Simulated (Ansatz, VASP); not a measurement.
**GaSb2 in VASP and in Ansatz**

```xyz
6
Lattice="-3.6336 3.6336 2.7449 3.6336 -3.6336 2.7449 3.6336 3.6336 -2.7449" Properties=species:S:1:pos:R:3 pbc="T T T"
Ga    0.0000    0.0000    1.3725
Ga    0.0000    0.0000    4.1174
Sb    1.0210    4.6546    0.0000
Sb    2.6126    1.0210    0.0000
Sb    2.6126   -1.0210    2.7449
Sb    1.0210    2.6126    2.7449
```

Alike in both runs: functional PBEsol; k mesh 6 × 6 × 6; occupations gaussian, width 0.1 eV; no spin polarisation.

Ansatz relaxed the structure, and its values are those at the end. VASP's run is a single point on that final structure, the one shown.

|  | VASP | Ansatz |
| --- | --- | --- |
| version | VASP 6.6.1 | Ansatz 0.2.0 |
| potentials or method | VASP PAW PBE potentials, release 64 (Ga_d, Sb), cutoff 520 eV | scalar-relativistic, plane waves, PAW |
| valence electrons in the cell | 46 | 86 |

VASP gave:

- gap on the k mesh at the Fermi level (eV): none
- pressure (GPa): 0.0
- rms of the force components (eV/Å): 0.001

Task: Estimate Ansatz's values.

Result: gap on the k mesh at the Fermi level (eV): none; pressure (GPa): 0.0; rms of the force components (eV/Å): 0.011.

VASP's potentials were made for PBE, not for PBEsol. A gap of «none» marks a metal or a gap that the smearing closes. VASP's potentials hold 46 valence electrons a cell and Ansatz's 86, so a difference there can come from the potentials and not from the codes.

Neither program's run includes spin-orbit coupling.
